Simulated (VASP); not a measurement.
A run of VASP 6.6.1:

File POSCAR:

```
NaF
1.0
   -2.2649820900      4.5192561700      2.2394577800
    2.2886528700     -0.0030441000      2.2692167500
    2.2772437500      2.2615769100      0.0083650100
Na F
2 2
Direct
    0.0037950000      0.9482410000      0.0111120000
    0.4942090000      0.4699560000      0.0328810000
    0.2442630000      0.7367510000      0.5060190000
    0.7649830000      0.2239810000      0.4821150000
```

The input INCAR.step1:

```
PREC = Accurate
ENCUT = 520
ISMEAR = 0
SIGMA = 0.0333
LREAL = False
LASPH = True
NELM = 100
NBANDS = 22
GGA = PE
ALGO = Normal
EDIFF = 1E-4
LWAVE = True
LCHARG = False
```

The input INCAR.step2:

```
PREC = Accurate
ENCUT = 520
EDIFF = 1E-7
ISMEAR = 0
SIGMA = 0.0333
LREAL = False
LASPH = True
NELM = 100
ALGO = Normal
ISIF = 2
LWAVE = False
LCHARG = False
METAGGA = R2SCAN
LMIXTAU = True
NBANDS = 22
ISTART = 1
```

The input KPOINTS:

```
Automatic mesh
0
Gamma
  4 7 7
  0 0.5 0
```

Potentials or basis: VASP PAW PBE potentials, release 64 (Na_pv, F).

Launch:

```bash
$ cat potpaw_PBE.64/Na_pv/POTCAR potpaw_PBE.64/F/POTCAR > POTCAR
$ cp INCAR.step1 INCAR
$ mpirun -np 1 vasp_std > vasp.out
$ cp INCAR.step2 INCAR
$ mpirun -np 1 vasp_std > vasp.out
```

Hardware: 1 thread of Intel(R) Xeon(R) Platinum 8259CL CPU @ 2.50GHz (Skylake/Cascade Lake), with other jobs on the host.

Estimate the wall time of this run.

It took 3.7 min on 1 thread of Intel(R) Xeon(R) Platinum 8259CL CPU @ 2.50GHz (Skylake/Cascade Lake) (shared host), peak memory 0.21 GiB. Counts: k points 99.
